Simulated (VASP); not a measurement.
Input of a VASP 6.6.1 run:

File INCAR:

```
SYSTEM = MgO
PREC     = Accurate       ! precision mode
ENCUT    = 520            ! plane-wave cutoff, eV
EDIFF    = 1E-6           ! SCF threshold, eV
ISMEAR   = 0              ! smearing method
SIGMA    = 0.05           ! smearing width, eV
LREAL    = .FALSE.        ! projectors in reciprocal space
LASPH    = .TRUE.         ! aspherical terms in the spheres
NELM     = 80             ! most SCF steps
ALGO     = Normal         ! electronic algorithm
ISIF     = 2              ! what is computed and relaxed
LWAVE    = .FALSE.        ! write WAVECAR
LCHARG   = .TRUE.         ! write CHGCAR
GGA      = PE             ! functional
LELF     = .TRUE.         ! ELF
LVHAR    = .TRUE.       
NBANDS   = 16             ! bands
```

File KPOINTS:

```
Automatic mesh
0
G
  9 9 6
  0 0 0
```

The input POSCAR:

```
MgO
1.0
    3.5213164829      0.0000000000      0.0000000000
   -1.7606582415      3.0495495290      0.0000000000
    0.0000000000      0.0000000000      4.1122000000
Mg O
2 2
Direct
    0.6666666667      0.3333333333      0.7500000000
    0.3333333333      0.6666666667      0.2500000000
    0.6666666667      0.3333333333      0.2500000000
    0.3333333333      0.6666666667      0.7500000000
```

Potentials or basis: VASP PAW PBE potentials, release 64 (Mg, O).

The run is started by

```bash
$ cat potpaw_PBE.64/Mg/POTCAR potpaw_PBE.64/O/POTCAR > POTCAR
$ mpirun -np 1 vasp_std > vasp.out
```

**Question.** What does it give for the pressure?

**Answer.** 3.8 GPa.

**Question.** What does it give for the band gap on the k mesh?

**Answer.** 3.45 eV.

Stress tensor (GPa, compression positive):
```
1.80 0.00 0.00
0.00 1.80 0.00
0.00 0.00 7.75
```

Caveat: the cell stands under pressure.
